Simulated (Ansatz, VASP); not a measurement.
**YHg: VASP beside Ansatz**

```
CELL_PARAMETERS angstrom
3.68200 0.00000 0.00000
0.00000 3.68200 0.00000
0.00000 0.00000 3.64518
ATOMIC_POSITIONS crystal
Y 0.50000 0.50000 0.50000
Hg 0.00000 0.00000 0.00000
```

Change from the starting cell: zz strain of -1 %.

Alike in both runs: task single point; functional LDA; k mesh 11 × 11 × 11; occupations fermi-dirac, width 0.08 eV; no spin polarisation.

|  | VASP | Ansatz |
| --- | --- | --- |
| version | VASP 6.6.1 | Ansatz 0.2.0 |
| potentials or method | VASP PAW LDA potentials, release 64 (Y_sv, Hg), cutoff 520 eV | all-electron LAPW, scalar-relativistic |

Ansatz gave:

* pressure (GPa): -2.8
* traceless stress, the component that is largest in VASP (GPa): 0.21

Q: Estimate VASP's values.

A: Pressure (GPa): -2.6; traceless stress, the component that is largest in VASP (GPa): 0.21.

LDA's correlation is that of Perdew and Zunger in VASP and of Perdew and Wang (1992) in Ansatz. Ansatz ran all-electron here, and VASP with PAW potentials.

Neither program's run includes spin-orbit coupling.
